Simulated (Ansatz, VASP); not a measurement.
# Two plane-wave programs on Al6N

```
Al N
1.0
     5.71430    0.00000    0.00000
     0.00000    5.71430    0.00000
     0.00000    0.00000   22.17502
Al N
12 2
Direct
  0.25000 0.25000 0.18038
  0.25000 0.75000 0.18038
  0.75000 0.25000 0.18038
  0.75000 0.75000 0.18038
  0.00000 0.00000 0.27441
  0.00000 0.50000 0.27441
  0.50000 0.00000 0.27441
  0.50000 0.50000 0.27441
  0.25000 0.25000 0.36866
  0.25000 0.75000 0.36866
  0.75000 0.25000 0.36866
  0.75000 0.75000 0.36866
  0.40375 0.50000 0.41917
  0.59625 0.50000 0.41917
```

Alike in both runs: task single point; functional PBE; k mesh 5 × 5 × 1; occupations gaussian, width 0.1 eV; no spin polarisation.

|  | VASP | Ansatz |
| --- | --- | --- |
| version | VASP 6.6.1 | Ansatz 0.2.0 |
| potentials or method | VASP PAW PBE potentials, release 64 (Al, N), cutoff 520 eV | scalar-relativistic, plane waves, PAW |
| valence electrons in the cell | 46 | 46 |

|  | VASP | Ansatz | Ansatz less VASP |
| --- | --- | --- | --- |
| gap on the k mesh at the Fermi level (eV) | none | none | - |
| rms of the force components (eV/Å) | 3.905 | 3.507 | -0.3988 |
| work function, face that differs most (eV) | 4.40 | 4.40 | -0.003 |

Atom by atom the forces differ by 0.402 eV/Å (rms over components). A gap of «none» marks a metal or a gap that the smearing closes. Ansatz's warnings: xc potential rough in thin density.

Noted on VASP's run: the standard files for N, O and F lose accuracy on very short bonds.
